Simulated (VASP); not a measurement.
Crystal: K2MgGaC6N6.

```
K Mg Ga C N
1.0
     0.00000    5.14100    5.14100
     5.14100    0.00000    5.14100
     5.14100    5.14100    0.00000
K Mg Ga C N
2 1 1 6 6
Cartesian
  2.5705 2.5705 2.5705
  7.7115 7.7115 7.7115
  5.1410 5.1410 5.1410
  0.0000 0.0000 0.0000
  1.8960 5.1410 5.1410
  5.1410 1.8960 5.1410
  5.1410 5.1410 1.8960
  8.3860 5.1410 5.1410
  5.1410 8.3860 5.1410
  5.1410 5.1410 8.3860
  3.0660 5.1410 5.1410
  5.1410 3.0660 5.1410
  5.1410 5.1410 3.0660
  7.2160 5.1410 5.1410
  5.1410 7.2160 5.1410
  5.1410 5.1410 7.2160
```

| Item | Value |
| --- | --- |
| Program | VASP 6.6.1 |
| Task | relaxation of cell and atoms |
| Functional | PBE |
| Potentials or basis | VASP PAW PBE potentials, release 64 (K_sv, Mg, Ga_d, C, N) |
| Cutoff | 600 eV |
| k mesh | 4 × 4 × 4 |
| Occupations | gaussian, width 0.1 eV |
| Spin | no spin polarisation |

At the start: pressure 12.0 GPa; volume 16.98 Å³/atom.

Q: Where does the relaxation end?

A: Over 5 steps the energy falls by 146.3 meV/atom and the volume is 20.37 Å³/atom (+19.9 %); space group Fm-3m (No. 225, to 0.1 Å) before and after.

The path:
| step | energy change (eV) | largest force (eV/Å) | pressure (GPa) | volume (Å³) |
| --- | --- | --- | --- | --- |
| 1 | 0.0000 | 2.3147 | 11.96 | 271.75 |
| 2 | -2.3376 | 0.3159 | 0.31 | 324.74 |
| 3 | -2.3379 | 0.2973 | 0.20 | 325.69 |
| 4 | -2.1624 | 2.2791 | -2.89 | 327.41 |
| 5 | -2.3400 | 0.0217 | -0.12 | 325.85 |

Final structure:
```yaml
crystal:
  lattice:
    - [0.00000, 5.46172, 5.46172]
    - [5.46172, 0.00000, 5.46172]
    - [5.46172, 5.46172, 0.00000]
  atoms:
    - { symbol: K, position: [0.25000, 0.25000, 0.25000] }
    - { symbol: K, position: [0.75000, 0.75000, 0.75000] }
    - { symbol: Mg, position: [0.50000, 0.50000, 0.50000] }
    - { symbol: Ga, position: [0.00000, 0.00000, 0.00000] }
    - { symbol: C, position: [0.80467, 0.19533, 0.19533] }
    - { symbol: C, position: [0.19533, 0.80467, 0.19533] }
    - { symbol: C, position: [0.19533, 0.19533, 0.80467] }
    - { symbol: C, position: [0.19533, 0.80467, 0.80467] }
    - { symbol: C, position: [0.80467, 0.19533, 0.80467] }
    - { symbol: C, position: [0.80467, 0.80467, 0.19533] }
    - { symbol: N, position: [0.69685, 0.30315, 0.30315] }
    - { symbol: N, position: [0.30315, 0.69685, 0.30315] }
    - { symbol: N, position: [0.30315, 0.30315, 0.69685] }
    - { symbol: N, position: [0.30315, 0.69685, 0.69685] }
    - { symbol: N, position: [0.69685, 0.30315, 0.69685] }
    - { symbol: N, position: [0.69685, 0.69685, 0.30315] }
```

Caveat: the volume moved by over 15 % at a fixed basis, so the end points are rough.
